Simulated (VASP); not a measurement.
Input of a VASP 6.6.1 run:

Contents of INCAR:

```
ALGO = Normal
EDIFF = 1E-6
EDIFFG = -0.02
ENCUT = 600
GGA = PS
IBRION = 2
ISIF = 3
ISMEAR = -1
LASPH = True
LCHARG = False
LREAL = False
LWAVE = False
NELM = 60
NSW = 80
PREC = Accurate
PSTRESS = 100.0
SIGMA = 0.05
```

The input KPOINTS:

```
k-points
0
Gamma
  10 10 10
```

File POSCAR:

```
AlN
1.0
    0.0000000000      2.1839935596      2.1839935596
    2.1839935596      0.0000000000      2.1839935596
    2.1839935596      2.1839935596      0.0000000000
Al N
1 1
Direct
    0.0000000000      0.0000000000      0.0000000000
    0.2500000000      0.2500000000      0.2500000000
```

Potentials or basis: VASP PAW PBE potentials, release 64 (Al, N).

The run is started by

```sh
$ cat potpaw_PBE.64/Al/POTCAR potpaw_PBE.64/N/POTCAR > POTCAR
$ mpirun -np 1 vasp_std > vasp.out
```

Task: Estimate the band gap on the k mesh.

Result: 3.20 eV, indirect (least direct gap 4.48 eV).

Task: Estimate the relaxed cell.

Result: a = 3.049 Å, b = 3.049 Å, c = 3.049 Å, α = 60.00°, β = 60.00°, γ = 60.00°.

Task: Estimate the relaxed volume.

Result: 10.02 Å³/atom.

Task: Estimate the space group after relaxing (to 0.05 Å).

Result: F-43m (No. 216).

The path:
```
step  energy change (eV)  largest force (eV/Å)  pressure (GPa)  volume (Å³)
   1              0.0000                0.0000            1.21        20.83
   2              0.1124                0.0000           21.67        19.16
   3              0.0271                0.0000            9.91        20.04
```

Caveat: the cell is relaxed towards a set pressure, so the enthalpy falls and the energy may rise; the PAW data sets were made with another functional, which shifts forces and pressure a little. A k mesh can miss the band edges.
